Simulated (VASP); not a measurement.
Crystal: FeO.

```
CELL_PARAMETERS angstrom
2.90291 0.00000 0.00000
-2.90291 5.02798 0.00000
0.00000 0.00000 2.83309
ATOMIC_POSITIONS crystal
Fe 0.00000 0.00000 0.00000
Fe 0.00000 0.50000 0.00000
O 0.66667 0.16667 0.50000
O 0.66667 0.66667 0.50000
```

Base run:

```yaml
Program: VASP 6.6.1
Functional: LDA
Potentials_or_basis: VASP PAW LDA potentials, release 64 (Fe, O)
Cutoff: 520 eV
k_mesh: 7 × 7 × 7
Occupations: gaussian, width 0.05 eV
Spin: collinear spin, ferromagnetic start
Starting_moments: "[4.0, 4.0, 0.0, 0.0] μB"
Hubbard_terms: Fe d U = 1.0 eV
```

Its results: band gap on the k mesh zero (filled and empty bands overlap); pressure -24.7 GPa.

Problem. The run is repeated on the same cell with these changes: spin from collinear spin, ferromagnetic start to no spin polarisation; further incar settings from ALGO = Normal; EDIFF = 1e-06; NBANDS = 26 to ALGO = Normal; EDIFF = 1e-06; NBANDS = 22. What comes out?

Solution. Band gap on the k mesh zero (bands 14 and 15 overlap by 0.44 eV); pressure -43.0 GPa.

Caveats: the cell stands under tension; U without spin polarisation on a metal has little footing (at least some runs).
